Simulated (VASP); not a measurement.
# BaZrBe3F12 in VASP: single point with PBE

Aim: the single point of BaZrBe3F12 with PBE.

Program: VASP 6.6.1. These are calculated values, not measurements. Logs are shortened: lines on timing, memory, paths and dates and some standing lists are left out, and cuts for length are marked.

**1. The cell of the first run**

The cell holds a disordered packing, 17 atoms: a = 7.382 Å, b = 6.535 Å, c = 6.255 Å, α = 88.08°, β = 78.43°, γ = 92.63°.

**2. Single point, PBE**

The input, INCAR:

```
SYSTEM = BaZrBe3F12
  ALGO = Normal
  EDIFF = 1E-6
  ENCUT = 520
  GGA = PE
  ISIF = 2
  ISMEAR = 0
  LASPH = .TRUE.
  LCHARG = .FALSE.
  LREAL = Auto
  LWAVE = .FALSE.
  NBANDS = 70
  NELM = 60
  PREC = Accurate
  SIGMA = 0.02
```

The input, KPOINTS:

```
k-points
0
G
  3 3 3
  0 0 0
```

The input, POSCAR:

```
BaZrBe3F12
1.0
    7.3482660000     -0.1642790000      0.6880710000
   -0.1654490000      6.5319200000      0.1133290000
    0.6804280000      0.1193410000      6.2169190000
Zr F Ba Be
1 12 1 3
Direct
    0.7275410946      0.8666612294      0.9164402178
    0.4571487290      0.2162038014      0.5997857410
    0.6561800235      0.9013577480      0.6120558640
    0.4360236655      0.8001121916      0.9846861683
    0.0970198078      0.2790941361      0.0820706521
    0.0717421362      0.0640962556      0.4342703826
    0.6379933646      0.6440758741      0.1770583031
    0.7849057488      0.2118792235      0.3539777393
    0.7857629741      0.1614144935      0.8567556714
    0.9237418739      0.9252772891      0.1101775595
    0.5264917666      0.9796006194      0.2749425228
    0.2923950847      0.6490885063      0.4000242970
    0.8942270376      0.6677224682      0.7741030728
    0.1329565133      0.3601336591      0.6738757505
    0.9806093195      0.1215996977      0.2439762123
    0.4437541015      0.7495262273      0.2384962235
    0.6023592059      0.0924575205      0.4695673200
```

Potentials or basis: VASP PAW PBE potentials, release 64 (Zr_sv, F, Ba_sv, Be).

The run is started by

```
cat potpaw_PBE.64/Zr_sv/POTCAR potpaw_PBE.64/F/POTCAR potpaw_PBE.64/Ba_sv/POTCAR potpaw_PBE.64/Be/POTCAR > POTCAR
mpirun -np 1 vasp_std > vasp.out
```

OUTCAR:

```text
SYSTEM = BaZrBe3F12
   EDIFF = 1E-6
   ENCUT = 520
   GGA = PE
   ISIF = 2
   ISMEAR = 0
   LASPH = .TRUE.
   LREAL = Auto
   NELM = 60
   PREC = Accurate

 ion  position               nearest neighbor table
   1  0.728  0.867  0.916-  13 1.94   9 1.96   3 2.08  10 2.10   7 2.13   4 2.13  11 2.58  16 2.66
                            14 4.32
   2  0.457  0.216  0.600-  17 1.50  14 2.57
   3  0.656  0.901  0.612-  17 1.62   1 2.08
   4  0.436  0.800  0.985-  16 1.62   1 2.13
   5  0.097  0.279  0.082-  15 1.52  14 2.55
   6  0.072  0.064  0.434-  15 1.52  14 2.57
   7  0.638  0.644  0.177-  16 1.60   1 2.13
   8  0.785  0.212  0.354-  17 1.56  15 1.62
   9  0.786  0.161  0.857-   1 1.96  14 2.83
  10  0.924  0.925  0.110-  15 1.64   1 2.10
  11  0.526  0.980  0.275-  17 1.62  16 1.64   1 2.58
  12  0.292  0.649  0.400-  16 1.46  14 2.58
  13  0.894  0.668  0.774-   1 1.94  14 2.74
  14  0.133  0.360  0.674-   5 2.55   6 2.57   2 2.57  12 2.58  13 2.74   9 2.83  15 3.50   1 4.32

  15  0.981  0.122  0.244-   5 1.52   6 1.52   8 1.62  10 1.64  14 3.50
  16  0.444  0.750  0.238-  12 1.46   7 1.60   4 1.62  11 1.64   1 2.66
  17  0.602  0.092  0.470-   2 1.50   8 1.56   3 1.62  11 1.62

  LATTYP: Found a triclinic cell.
 ALAT       =     9.1965491355
 B/A-ratio  =     0.7105923824
 C/A-ratio  =     1.7125172239
 COS(alpha) =     0.0051706665
 COS(beta)  =     0.6078817496
 COS(gamma) =     0.7334130146

  Lattice vectors:

 A1 = (  -0.5149790000,  -6.6512610000,  -6.3302480000)
 A2 = (   0.1654490000,  -6.5319200000,  -0.1133290000)
 A3 = (  -8.7091220000,  -0.0744030000, -13.1219090000)

Analysis of symmetry for initial positions (statically):
=====================================================================
 Subroutine PRICEL returns:
 Original cell was already a primitive cell.

 Routine SETGRP: Setting up the symmetry group for a
 triclinic supercell.

 Subroutine GETGRP returns: Found  1 space group operations
 (whereof  1 operations were pure point group operations)
 out of a pool of  2 trial point group operations.

The static configuration has the point symmetry C_1 .

Analysis of symmetry for dynamics (positions and initial velocities):
=====================================================================
 Subroutine PRICEL returns:
 Original cell was already a primitive cell.

 Routine SETGRP: Setting up the symmetry group for a
 triclinic supercell.

 Subroutine GETGRP returns: Found  1 space group operations
 (whereof  1 operations were pure point group operations)
 out of a pool of  2 trial point group operations.

The dynamic configuration has the point symmetry C_1 .

 Subroutine INISYM returns: Found  1 space group operations
 (whereof  1 operations are pure point group operations),
 and found     1 'primitive' translations

----------------------------------------------------------------------------------------

                                     Primitive cell

  volume of cell :     295.0487

  direct lattice vectors                    reciprocal lattice vectors
     7.348266000 -0.164279000  0.688071000     0.137587088  0.003747501 -0.015130539
    -0.165449000  6.531920000  0.113329000     0.003739804  0.153247211 -0.003351072
     0.680428000  0.119341000  6.216919000    -0.015295923 -0.003208325  0.162587072

  length of vectors
     7.382238312  6.534997760  6.255182363     0.138467266  0.153329460  0.163336508

  position of ions in fractional coordinates (direct lattice)
     0.727541095  0.866661229  0.916440218
     0.457148729  0.216203801  0.599785741
     0.656180023  0.901357748  0.612055864
     0.436023666  0.800112192  0.984686168
     0.097019808  0.279094136  0.082070652
     0.071742136  0.064096256  0.434270383
[... 9 lines left out ...]
     0.443754101  0.749526227  0.238496224
     0.602359206  0.092457520  0.469567320

  ion indices of the primitive-cell ions
   primitive index   ion index
                 1           1
                 2           2
                 3           3
                 4           4
                 5           5
                 6           6
[... 9 lines left out ...]
                16          16
                17          17

----------------------------------------------------------------------------------------

 KPOINTS: k-points

Automatic generation of k-mesh.
 Grid dimensions read from file:
 generate k-points for:    3    3    3

 Generating k-lattice:

  Cartesian coordinates                     Fractional coordinates (reciprocal lattice)
     0.045862363  0.001249167 -0.005043513     0.333333333  0.000000000 -0.000000000
     0.001246601  0.051082404 -0.001117024     0.000000000  0.333333333 -0.000000000
    -0.005098641 -0.001069442  0.054195691     0.000000000 -0.000000000  0.333333333

  Length of vectors
     0.046155755  0.051109820  0.054445503

  Shift w.r.t. Gamma in fractional coordinates (k-lattice)
     0.000000000  0.000000000  0.000000000

 Subroutine IBZKPT returns following result:
 ===========================================

 Found     14 irreducible k-points:

 Following reciprocal coordinates:
            Coordinates               Weight
  0.000000  0.000000  0.000000      1.000000
  0.333333 -0.000000  0.000000      2.000000
 -0.000000  0.333333  0.000000      2.000000
  0.333333  0.333333  0.000000      2.000000
 -0.333333  0.333333 -0.000000      2.000000
  0.000000  0.000000  0.333333      2.000000
  0.333333 -0.000000  0.333333      2.000000
 -0.333333  0.000000  0.333333      2.000000
 -0.000000  0.333333  0.333333      2.000000
  0.333333  0.333333  0.333333      2.000000
 -0.333333  0.333333  0.333333      2.000000
  0.000000 -0.333333  0.333333      2.000000
  0.333333 -0.333333  0.333333      2.000000
 -0.333333 -0.333333  0.333333      2.000000
   k-points           NKPTS =     14   k-points in BZ     NKDIM =     14   number of bands    NBANDS=     70
   number of dos      NEDOS =    301   number of ions     NIONS =     17
   total plane-waves  NPLWV = 134400
   dimension x,y,z NGX =    56 NGY =   50 NGZ =   48
   dimension x,y,z NGXF=   112 NGYF=  100 NGZF=   96
   ions per type =               1  12   1   3
   NGX,Y,Z   is equivalent  to a cutoff of  12.61, 12.72, 12.76 a.u.
   NGXF,Y,Z  is equivalent  to a cutoff of  25.22, 25.44, 25.51 a.u.
 SYSTEM =  BaZrBe3F12
   PREC   = accura    normal or accurate (medium, high low for compatibility)
   ISTART =      0    job   : 0-new  1-cont  2-samecut
   ICHARG =      2    charge: 1-file 2-atom 10-const
   ISPIN  =      1    spin polarized calculation?
   LNONCOLLINEAR =      F non collinear calculations
   LSORBIT =      F    spin-orbit coupling
   LASPH  =      T    aspherical Exc in radial PAW
   ENCUT  =  520.0 eV  38.22 Ry    6.18 a.u.  13.73 12.15 11.63*2*pi/ulx,y,z
   NELM   =     60;   NELMIN=  2; NELMDL= -5     # of ELM steps
   EDIFF  = 0.1E-05   stopping-criterion for ELM
   LREAL  =      T    real-space projection
   EDIFFG = 0.1E-04   stopping-criterion for IOM
   NSW    =      0    number of steps for IOM
   IBRION =     -1    ionic relax: 0-MD 1-quasi-New 2-CG
   NFREE  =      0    steps in history (QN), initial steepest desc. (CG)
   ISIF   =      2    stress and relaxation
   ISYM   =      2    0-nonsym 1-usesym 2-fastsym
   POTIM  = 0.5000    time-step for ionic-motion
   TEBEG  =    0.0;   TEEND  =   0.0 temperature during run
   PSTRESS=    0.0 pullay stress
   NELECT =     112.0000    total number of electrons
   NUPDOWN=      -1.0000    fix difference up-down
   EMIN   =  10.00;   EMAX   =-10.00  energy-range for DOS
   EFERMI =   0.00;   METHOD = LEGACY
   ISMEAR =     0;   SIGMA  =   0.02  broadening in eV -4-tet -1-fermi 0-gaus
   EFERMI_NEDOS =   21; number of points for ismear=-14 and -15
   IALGO  =     38    algorithm
   IMIX   =      4    mixing-type and parameters
     AMIX     =   0.40;   BMIX     =  1.00
     AMIX_MAG =   1.60;   BMIX_MAG =  1.00
  volume/ion in A,a.u.               =      17.36       117.12
  Fermi-wavevector in a.u.,A,eV,Ry     =   1.185358  2.240002 19.117192  1.405074
  Thomas-Fermi vector in A             =   2.321553
   LORBIT       =      0    0 simple, 1 ext, 2 COOP (PROOUT), +10 PAW based schemes
   GGA     = PE    functional components
   LHFCALC =     F    Hartree Fock is set to
   AEXX    =    0.0000 exact exchange contribution
   IVDW    =     0    specifies the selected vdW correction
   LEPSILON=     F    determine dielectric tensor
   LRPA    =     F    only Hartree local field effects (RPA)
 non-spin polarized calculation
 Gauss-broadening in eV      SIGMA  =   0.02
  energy-cutoff  :      520.00
  volume of cell :      295.05
 maximum number of plane-waves:      7965
   NGX = 27   NGY = 25   NGZ = 23

 number of electron     112.0000000 magnetization

 Free energy of the ion-electron system (eV)
  ---------------------------------------------------
  ext. energy  EPLUGINS =         0.00000000
  ---------------------------------------------------
  free energy    TOTEN  =      -101.92477838 eV

  energy without entropy =     -101.92477838  energy(sigma->0) =     -101.92477838

 E-fermi :  -3.1516     XC(G=0):  -7.5142

 val. band max:       -3.2863136779   @ k =  -0.3333  -0.3333   0.3333
 cond. band min:       2.4612139299   @ k =  -0.0000   0.3333   0.0000
 fundamental gap:      5.7475276078
 Fermi energy:        -3.1516384128

 k-point     1 :       0.0000    0.0000    0.0000
  band No.  band energies     occupation
      1     -50.6305      2.00000
      2     -29.2413      2.00000
      3     -29.1300      2.00000
      4     -28.9850      2.00000
      5     -26.6638      2.00000
      6     -24.9838      2.00000
[... 60 lines left out ...]
     67       6.8086      0.00000
     68       7.2063      0.00000

 k-point     2 :       0.3333   -0.0000    0.0000
  band No.  band energies     occupation
      1     -50.6305      2.00000
      2     -29.2413      2.00000
      3     -29.1301      2.00000
      4     -28.9850      2.00000
      5     -26.6633      2.00000
      6     -24.9848      2.00000
[... 60 lines left out ...]
     67       6.6415      0.00000
     68       6.9759      0.00000

 k-point     3 :      -0.0000    0.3333    0.0000
  band No.  band energies     occupation
      1     -50.6305      2.00000
      2     -29.2424      2.00000
      3     -29.1298      2.00000
      4     -28.9850      2.00000
      5     -26.6616      2.00000
      6     -24.9840      2.00000
[... 770 lines left out ...]
     67       6.7359      0.00000
     68       6.9574      0.00000

 k-point    14 :      -0.3333   -0.3333    0.3333
  band No.  band energies     occupation
      1     -50.6305      2.00000
      2     -29.2423      2.00000
      3     -29.1304      2.00000
      4     -28.9873      2.00000
      5     -26.6595      2.00000
      6     -24.9351      2.00000
[... 60 lines left out ...]
     67       6.3632      0.00000
     68       6.8987      0.00000
 [bands above 68 left out]

------------------------ aborting loop because EDIFF is reached ----------------------------------------

  FORCE on cell =-STRESS in cart. coord.  units (eV):
  Direction    XX          YY          ZZ          XY          YZ          ZX
  --------------------------------------------------------------------------------------
  -------------------------------------------------------------------------------------
  Total        0.4992232      0.6070623      0.6602037      0.1891230     -0.0776367      0.0733861
  in kB        2.7108884      3.2964775      3.5850469      1.0269784     -0.4215836      0.3985020
  external PRESSURE =       3.1974709 kB  Pullay stress =       0.0000000 kB

 VOLUME and BASIS-vectors are now :
 -----------------------------------------------------------------------------
  energy-cutoff  :      520.00
  volume of cell :      295.05
      direct lattice vectors                 reciprocal lattice vectors
     7.348266000 -0.164279000  0.688071000     0.137587088  0.003747501 -0.015130539
    -0.165449000  6.531920000  0.113329000     0.003739804  0.153247211 -0.003351072
     0.680428000  0.119341000  6.216919000    -0.015295923 -0.003208325  0.162587072

 POSITION                                       TOTAL-FORCE (eV/Angst)
 -----------------------------------------------------------------------------------
      5.82635      5.65081      6.29625        -0.071218     -0.065240      0.070614
      3.73159      1.40871      4.06787         0.064420     -0.013353      0.011722
      5.08912      5.85284      4.35875        -0.018053     -0.014004     -0.019531
      3.74165      5.27215      6.51241        -0.028559     -0.005170     -0.053633
      0.72259      1.81688      0.60861         0.008342      0.001474      0.069261
      0.81207      0.45871      2.75645        -0.008372     -0.081760     -0.017916
[... 9 lines left out ...]
      3.29909      4.85141      1.87299        -0.095026     -0.018939      0.087387
      4.73051      0.56101      3.34421        -0.019719      0.022821      0.008709
 -----------------------------------------------------------------------------------
    total drift:                                0.000922      0.006871     -0.000832

  FREE ENERGIE OF THE ION-ELECTRON SYSTEM (eV)
  ---------------------------------------------------
  free  energy   TOTEN  =      -101.9247783782 eV

  energy  without entropy=     -101.9247783782  energy(sigma->0) =     -101.92477838
```

Run time: 5.5 min. Hardware: 1 thread of Oxide Virtual Turin-like, shared host; peak memory 0.42 GiB.

What came out:

| Item | Value |
| --- | --- |
| Free energy | -101.9248 eV |
| Pressure | 0.3 GPa |
| Largest force | 0.130 eV/Å |
| Band gap on the k mesh | 5.75 eV (least direct gap 5.75 eV) |

Forces in eV/Å, atoms in the order of the input:
```
Zr  -0.071 -0.065  0.071
F    0.064 -0.013  0.012
F   -0.018 -0.014 -0.020
F   -0.029 -0.005 -0.054
F    0.008  0.001  0.069
F   -0.008 -0.082 -0.018
F    0.018 -0.054  0.024
F    0.009  0.008  0.001
F    0.001  0.112 -0.033
F    0.021 -0.011 -0.003
F    0.016  0.004 -0.029
F    0.046  0.059 -0.055
F    0.064 -0.001 -0.066
Ba  -0.042  0.058 -0.003
Be   0.036 -0.002  0.007
Be  -0.095 -0.019  0.087
Be  -0.020  0.023  0.009
```

Stress tensor (GPa, compression positive):
```
 0.27  0.10  0.04
 0.10  0.33 -0.04
 0.04 -0.04  0.36
```

Levels at points of the mesh, in eV from the valence-band top:
| k point | band 54 | band 55 | band 56 | band 57 | band 58 | band 59 |
| --- | --- | --- | --- | --- | --- | --- |
| (0.00, 0.00, 0.00) | -0.39 | -0.22 | -0.07 | 5.75 | 6.12 | 6.66 |

Caveat: spin-orbit coupling is left out, which moves the levels of the heavy elements.
